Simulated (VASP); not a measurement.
Wanted: the native input for a VASP 6.6.1 run.

| Property | Result |
| --- | --- |
| Task | single point |
| Functional | PBE |
| Potentials or basis | VASP PAW PBE potentials, release 64 (Mo_sv, N) |
| Cutoff | 520 eV |
| k mesh | 6 × 6 × 1 |
| Occupations | gaussian, width 0.1 eV |
| Spin | no spin polarisation |
| Dipole correction | yes |
| Further INCAR settings | ALGO = Fast; EDIFF = 1e-07; NBANDS = 57 |

The structure of Mo3N lies in POSCAR:

```
Mo3N
1.0
    4.4695765303      0.0000000000      0.0000000000
   -2.2347882651      3.8707668194      0.0000000000
    0.0000000000      0.0000000000     20.8595667262
Mo N
6 2
Direct
    0.6666666667      0.3333333333      0.1917585371
    0.3333333333      0.6666666667      0.2354961900
    0.0000000000      0.0000000000      0.2792338429
    0.6666666667      0.3333333333      0.3191171057
    0.3333333333      0.6666666667      0.3580407041
    0.0000000000      0.0000000000      0.3959606081
    0.0000000000      0.4444444444      0.4563703290
    0.0000000000      0.4444444444      0.5112346481
```

One way to write it, as run:

INCAR

```
ALGO = Fast
DIPOL = 0.5 0.5 0.343
EDIFF = 1E-7
ENCUT = 520
GGA = PE
IDIPOL = 3
ISIF = 2
ISMEAR = 0
LASPH = True
LCHARG = True
LDIPOL = True
LELF = True
LREAL = False
LVACPOTAV = True
LVHAR = True
LWAVE = False
NBANDS = 57
NELM = 80
PREC = Accurate
SIGMA = 0.1
```

KPOINTS

```
k-points
0
Gamma
  6 6 1
```

Potentials or basis: VASP PAW PBE potentials, release 64 (Mo_sv, N).

Run with:

```sh
$ cat potpaw_PBE.64/Mo_sv/POTCAR potpaw_PBE.64/N/POTCAR > POTCAR
$ mpirun -np 1 vasp_std > vasp.out
```

Results of the run:

```json
{"Largest force": "1.820 eV/Å", "Band gap on the k mesh": "zero (bands 47 and 48 overlap by 0.09 eV)"}
```

Caveat: the standard files for N, O and F lose accuracy on very short bonds.

It took 27 min on 1 thread of Oxide Virtual Turin-like Processor, on a shared host, peak memory 0.63 GiB.
